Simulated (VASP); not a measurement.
The system is KSrAg4.

```
K Sr Ag
1.0
     0.00000    4.11754    4.11754
     4.11754    0.00000    4.11754
     4.11754    4.11754    0.00000
K Sr Ag
1 1 4
Cartesian
  0.0000 0.0000 0.0000
  2.0588 2.0588 2.0588
  5.1377 3.0974 3.0974
  3.0974 5.1377 3.0974
  3.0974 3.0974 5.1377
  5.1377 5.1377 5.1377
```

The cell was built from a structure type or drawn by symmetry, and may not be a known phase.

| Item | Value |
| --- | --- |
| Program | VASP 6.6.1 |
| Task | relaxation of cell and atoms |
| Functional | PBE |
| Potentials or basis | VASP PAW PBE potentials, release 64 (K_sv, Sr_sv, Ag) |
| Cutoff | 600 eV |
| k mesh | 8 × 8 × 8 |
| Occupations | gaussian, width 0.1 eV |
| Spin | no spin polarisation |

At the start: pressure 3.3 GPa; volume 23.27 Å³/atom.

Problem. Where does the relaxation end?

Solution. Over 7 steps the energy falls by 16.8 meV/atom and the volume is 24.93 Å³/atom (+7.2 %); space group F-43m (No. 216, to 0.1 Å) before and after.

The path:
```csv
step,energy change (eV),largest force (eV/Å),pressure (GPa),volume (Å³)
1,0.0000,0.1873,3.28,139.62
2,-0.1002,0.0494,0.05,149.47
3,-0.1002,0.0463,-0.03,149.78
4,-0.1006,0.0290,0.00,149.72
5,-0.1008,0.0114,0.01,149.64
6,-0.1007,0.0239,0.04,149.50
7,-0.1008,0.0027,-0.01,149.60
```

Final structure:
```yaml
crystal:
  lattice:
    - [0.00000, 4.21344, 4.21344]
    - [4.21344, 0.00000, 4.21344]
    - [4.21344, 4.21344, 0.00000]
  atoms:
    - { symbol: K, position: [0.00000, 0.00000, 0.00000] }
    - { symbol: Sr, position: [0.25000, 0.25000, 0.25000] }
    - { symbol: Ag, position: [0.12515, 0.62495, 0.62495] }
    - { symbol: Ag, position: [0.62495, 0.12515, 0.62495] }
    - { symbol: Ag, position: [0.62495, 0.62495, 0.12515] }
    - { symbol: Ag, position: [0.62495, 0.62495, 0.62495] }
```
